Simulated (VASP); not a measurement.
# ZnTe3O (P4mm) in VASP: further runs, part 2 of 2

VASP 6.6.1.

## (4) Relaxation of cell and atoms, PBE

This run uses another cell than the first one, of 28.99 Å³/atom.

INCAR

```
SYSTEM = ZnTe3O
PREC = Accurate
ENCUT = 600
EDIFF = 1E-7
ISMEAR = 0
SIGMA = 0.1
LREAL = .FALSE.
LASPH = .TRUE.
NELM = 60
ALGO = Normal
ISIF = 3
LWAVE = .FALSE.
LCHARG = .FALSE.
GGA = PE
IBRION = 2
NSW = 100
EDIFFG = -0.01
```

KPOINTS

```
regular mesh
0
G
  8 8 6
  0 0 0
```

POSCAR

```
ZnTe3O
1.0
    4.8485202454      0.0000000000      0.0000000000
    0.0000000000      4.8485202454      0.0000000000
    0.0000000000      0.0000000000      6.1653263530
Zn Te O
1 3 1
Direct
    0.5000000000      0.5000000000      0.4537647103
    0.5000000000      0.5000000000      0.0368626980
    0.5000000000      0.0000000000      0.6790883176
    0.0000000000      0.5000000000      0.6790883176
    0.0000000000      0.0000000000      0.6791959266
```

Potentials or basis: VASP PAW PBE potentials, release 64 (Zn, Te, O).

On the command line:

```sh
$ cat potpaw_PBE.64/Zn/POTCAR potpaw_PBE.64/Te/POTCAR potpaw_PBE.64/O/POTCAR > POTCAR
$ mpirun -np 1 vasp_std > vasp.out
```

OUTCAR:

```text
SYSTEM = ZnTe3O
   PREC = Accurate
   ENCUT = 600
   EDIFF = 1E-7
   ISMEAR = 0
   LREAL = .FALSE.
   LASPH = .TRUE.
   NELM = 60
   ISIF = 3
   GGA = PE
   IBRION = 2
   NSW = 100
   EDIFFG = -0.01

 ion  position               nearest neighbor table
   1  0.500  0.500  0.454-   2 2.57   3 2.79   4 2.79   3 2.79   4 2.79
   2  0.500  0.500  0.037-   1 2.57   3 3.28   4 3.28   3 3.28   4 3.28
   3  0.500  0.000  0.679-   5 2.42   5 2.42   1 2.79   1 2.79   2 3.28   2 3.28   4 3.43   4 3.43
                             4 3.43   4 3.43
   4  0.000  0.500  0.679-   5 2.42   5 2.42   1 2.79   1 2.79   2 3.28   2 3.28   3 3.43   3 3.43
                             3 3.43   3 3.43
   5  0.000  0.000  0.679-   3 2.42   4 2.42   4 2.42   3 2.42

  LATTYP: Found a simple tetragonal cell.
 ALAT       =     4.8485202454
 C/A-ratio  =     1.2715892769

  Lattice vectors:

 A1 = (   4.8485202454,   0.0000000000,   0.0000000000)
 A2 = (   0.0000000000,   4.8485202454,   0.0000000000)
 A3 = (   0.0000000000,   0.0000000000,   6.1653263530)

Analysis of symmetry for initial positions (statically):
=====================================================================
 Subroutine PRICEL returns:
 Original cell was already a primitive cell.

 Routine SETGRP: Setting up the symmetry group for a
 simple tetragonal supercell.

 Subroutine GETGRP returns: Found  8 space group operations
 (whereof  8 operations were pure point group operations)
 out of a pool of 16 trial point group operations.

The static configuration has the point symmetry C_4v.

Analysis of symmetry for dynamics (positions and initial velocities):
=====================================================================
 Subroutine PRICEL returns:
 Original cell was already a primitive cell.

 Routine SETGRP: Setting up the symmetry group for a
 simple tetragonal supercell.

 Subroutine GETGRP returns: Found  8 space group operations
 (whereof  8 operations were pure point group operations)
 out of a pool of 16 trial point group operations.

The dynamic configuration has the point symmetry C_4v.

 Subroutine INISYM returns: Found  8 space group operations
 (whereof  8 operations are pure point group operations),
 and found     1 'primitive' translations

----------------------------------------------------------------------------------------

                                     Primitive cell

  volume of cell :     144.9354

  direct lattice vectors                    reciprocal lattice vectors
     4.848520245  0.000000000  0.000000000     0.206248494  0.000000000  0.000000000
     0.000000000  4.848520245  0.000000000     0.000000000  0.206248494  0.000000000
     0.000000000  0.000000000  6.165326353     0.000000000  0.000000000  0.162197415

  length of vectors
     4.848520245  4.848520245  6.165326353     0.206248494  0.206248494  0.162197415

  position of ions in fractional coordinates (direct lattice)
     0.500000000  0.500000000  0.453764710
     0.500000000  0.500000000  0.036862698
     0.500000000  0.000000000  0.679088318
     0.000000000  0.500000000  0.679088318
     0.000000000  0.000000000  0.679195927

  ion indices of the primitive-cell ions
   primitive index   ion index
                 1           1
[... 69 lines left out ...]
   ICHARG =      2    charge: 1-file 2-atom 10-const
   ISPIN  =      1    spin polarized calculation?
   LNONCOLLINEAR =      F non collinear calculations
   LSORBIT =      F    spin-orbit coupling
   LASPH  =      T    aspherical Exc in radial PAW
   ENCUT  =  600.0 eV  44.10 Ry    6.64 a.u.   9.68  9.68 12.31*2*pi/ulx,y,z
   NELM   =     60;   NELMIN=  2; NELMDL= -5     # of ELM steps
   EDIFF  = 0.1E-06   stopping-criterion for ELM
   LREAL  =      F    real-space projection
   EDIFFG = -.1E-01   stopping-criterion for IOM
   NSW    =    100    number of steps for IOM
   IBRION =      2    ionic relax: 0-MD 1-quasi-New 2-CG
   NFREE  =      1    steps in history (QN), initial steepest desc. (CG)
   ISIF   =      3    stress and relaxation
   ISYM   =      2    0-nonsym 1-usesym 2-fastsym
   POTIM  = 0.5000    time-step for ionic-motion
   TEBEG  =    0.0;   TEEND  =   0.0 temperature during run
   PSTRESS=    0.0 pullay stress
   NELECT =      36.0000    total number of electrons
   NUPDOWN=      -1.0000    fix difference up-down
   EMIN   =  10.00;   EMAX   =-10.00  energy-range for DOS
   EFERMI =   0.00;   METHOD = LEGACY
   ISMEAR =     0;   SIGMA  =   0.10  broadening in eV -4-tet -1-fermi 0-gaus
   EFERMI_NEDOS =   21; number of points for ismear=-14 and -15
   IALGO  =     38    algorithm
   IMIX   =      4    mixing-type and parameters
     AMIX     =   0.40;   BMIX     =  1.00
     AMIX_MAG =   1.60;   BMIX_MAG =  1.00
  volume/ion in A,a.u.               =      28.99       195.61
  Fermi-wavevector in a.u.,A,eV,Ry     =   1.029084  1.944687 14.408759  1.059014
  Thomas-Fermi vector in A             =   2.163114
   LORBIT       =      0    0 simple, 1 ext, 2 COOP (PROOUT), +10 PAW based schemes
   GGA     = PE    functional components
   LHFCALC =     F    Hartree Fock is set to
   AEXX    =    0.0000 exact exchange contribution
   IVDW    =     0    specifies the selected vdW correction
   LEPSILON=     F    determine dielectric tensor
   LRPA    =     F    only Hartree local field effects (RPA)
 conjugate gradient relaxation of ions
 non-spin polarized calculation
 Gauss-broadening in eV      SIGMA  =   0.10
  energy-cutoff  :      600.00
  volume of cell :      144.94
 maximum number of plane-waves:      4867
 NGX is ok and might be reduce to    40
   NGX = 19   NGY = 19   NGZ = 25

--------------------------------------- Ionic step        1  -------------------------------------------

 number of electron      35.9999982 magnetization

 Free energy of the ion-electron system (eV)
  ---------------------------------------------------
  ext. energy  EPLUGINS =         0.00000000
  ---------------------------------------------------
  free energy    TOTEN  =       -15.20459268 eV

  energy without entropy =      -15.18574269  energy(sigma->0) =      -15.19516768

------------------------ aborting loop because EDIFF is reached ----------------------------------------

  FORCE on cell =-STRESS in cart. coord.  units (eV):
  Direction    XX          YY          ZZ          XY          YZ          ZX
  --------------------------------------------------------------------------------------
  -------------------------------------------------------------------------------------
  Total       -0.7793260     -0.7793260      0.8542974      0.0000000      0.0000000      0.0000000
  in kB       -8.6149997     -8.6149997      9.4437647      0.0000000      0.0000000      0.0000000
  external PRESSURE =      -2.5954116 kB  Pullay stress =       0.0000000 kB
[... 98 lines left out ...]
  FREE ENERGIE OF THE ION-ELECTRON SYSTEM (eV)
  ---------------------------------------------------
  free  energy   TOTEN  =       -15.2306173175 eV

  energy  without entropy=      -15.2144525959  energy(sigma->0) =      -15.22253496

[... ionic steps 4 to 11 ...]

--------------------------------------- Ionic step       12  -------------------------------------------

 number of electron      36.0000008 magnetization

------------------------ aborting loop because EDIFF is reached ----------------------------------------
[... 73 lines left out ...]
--------------------------------------- Ionic step       14  -------------------------------------------

 number of electron      36.0000008 magnetization

 Free energy of the ion-electron system (eV)
  ---------------------------------------------------
  ext. energy  EPLUGINS =         0.00000000
  ---------------------------------------------------
  free energy    TOTEN  =       -15.24472930 eV

  energy without entropy =      -15.22847378  energy(sigma->0) =      -15.23660154

 E-fermi :   3.7421     XC(G=0):  -8.5136

 val. band max:        3.7403859050   @ k =   0.0000   0.0000   0.0000
 cond. band min:       3.7580048157   @ k =   0.5000   0.1250   0.1667
 fundamental gap:      0.0176189107
 Fermi energy:         3.7421196363

 k-point     1 :       0.0000    0.0000    0.0000
  band No.  band energies     occupation
      1     -14.7382      2.00000
      2      -8.4017      2.00000
      3      -6.3790      2.00000
      4      -6.3763      2.00000
      5      -3.5732      2.00000
      6      -3.5732      2.00000
[... 589 lines left out ...]
     21       6.5923      0.00000
     22       7.4824      0.00000

 [... further k-points ...]

------------------------ aborting loop because EDIFF is reached ----------------------------------------

  FORCE on cell =-STRESS in cart. coord.  units (eV):
  Direction    XX          YY          ZZ          XY          YZ          ZX
  --------------------------------------------------------------------------------------
  -------------------------------------------------------------------------------------
  Total       -0.0214648     -0.0214648     -0.0100655      0.0000000     -0.0000000      0.0000000
  in kB       -0.2368334     -0.2368334     -0.1110589      0.0000000     -0.0000000      0.0000000
  external PRESSURE =      -0.1949086 kB  Pullay stress =       0.0000000 kB
[... 20 lines left out ...]
  FREE ENERGIE OF THE ION-ELECTRON SYSTEM (eV)
  ---------------------------------------------------
  free  energy   TOTEN  =       -15.2447293033 eV

  energy  without entropy=      -15.2284737751  energy(sigma->0) =      -15.23660154

 reached required accuracy - stopping structural energy minimisation
```

Wall time 65 min (1 thread of Intel Xeon 8259CL, shared host); peak memory 0.47 GiB.

What came out:

```yaml
Free_energy: -15.2447 eV
Relaxed_volume: 29.04 Å³/atom
Relaxed_cell: a = 4.768 Å, b = 4.768 Å, c = 6.388 Å, α = 90.00°, β = 90.00°, γ = 90.00°
Space_group_after_relaxing_to_0.1_Å: P4mm (No. 99)
Energy_gained_by_relaxing: 8.0 meV/atom
Ionic_steps: 14
Pressure_after_relaxing: 0.0 GPa
Largest_force_after_relaxing: 0.009 eV/Å
Band_gap_on_the_k_mesh: zero (bands 18 and 19 overlap by 1.37 eV)
```

Forces on the atoms (eV/Å):
```
Zn   0.000  0.000  0.002
Te   0.000  0.000 -0.004
Te   0.000  0.000 -0.003
Te   0.000  0.000 -0.003
O    0.000  0.000  0.009
```

The path:
| step | energy change (eV) | largest force (eV/Å) | pressure (GPa) | volume (Å³) |
| --- | --- | --- | --- | --- |
| 1 | 0.0000 | 0.2327 | -0.26 | 144.94 |
| 2 | -0.0182 | 0.2498 | 0.17 | 143.94 |
| 3 | -0.0260 | 0.2670 | 0.70 | 142.79 |
| 4 | -0.0372 | 0.1659 | 0.18 | 144.43 |
| 5 | -0.0391 | 0.1091 | -0.09 | 145.39 |
| 6 | -0.0391 | 0.1053 | -0.11 | 145.46 |
| 7 | -0.0398 | 0.0411 | -0.02 | 145.18 |
| 8 | -0.0399 | 0.0389 | 0.02 | 145.05 |
| 9 | -0.0400 | 0.0252 | 0.02 | 145.07 |
| 10 | -0.0401 | 0.0127 | 0.02 | 145.11 |
| 11 | -0.0401 | 0.0131 | 0.02 | 145.12 |
| 12 | -0.0401 | 0.0115 | -0.02 | 145.21 |
| 13 | -0.0401 | 0.0108 | -0.02 | 145.22 |
| 14 | -0.0401 | 0.0091 | -0.02 | 145.21 |

Final structure:
```
CELL_PARAMETERS angstrom
4.76786 0.00000 0.00000
0.00000 4.76786 0.00000
0.00000 0.00000 6.38773
ATOMIC_POSITIONS crystal
Zn 0.50000 0.50000 0.44539
Te 0.50000 0.50000 0.04518
Te 0.50000 0.00000 0.67794
Te 0.00000 0.50000 0.67794
O 0.00000 0.00000 0.68153
```

Caveat: spin-orbit coupling is left out, which moves the levels of the heavy elements.

## (5) Overview

| task | cell | k mesh | cutoff (eV) | gap on the mesh (eV) | pressure (GPa) | relaxed volume (Å³/atom) | largest force (eV/Å) |
| --- | --- | --- | --- | --- | --- | --- | --- |
| relaxation of cell and atoms | relaxed from a = 4.701, b = 4.701, c = 4.722 Å, 5 atoms, atomic positions A | 4 × 4 × 4 | 600 | none | 0.1 | 28.67 | 0.04 |
| single point | a = 4.775, b = 4.775, c = 6.379 Å, 5 atoms, atomic positions B | 8 × 8 × 6 | 520 | none | -0.1 | - | 0.02 |
| relaxation of cell and atoms | relaxed from a = 4.849, b = 4.849, c = 6.165 Å, 5 atoms, atomic positions C | 8 × 8 × 6 | 600 | none | 0.0 | 29.04 | 0.01 |

Alike in all rows: level PBE; potentials or basis VASP PAW PBE potentials, release 64 (Zn, Te, O); no spin polarisation; smearing gaussian 0.1 eV.

Caveats: spin-orbit coupling is left out, which moves the levels of the heavy elements; the volume moved by over 15 % at a fixed basis, so the end points are rough (at least some runs).

Absolute energies hang on the potentials; compare differences alone.

The gap in the log of VASP goes by the Fermi energy; the results here count the filled bands.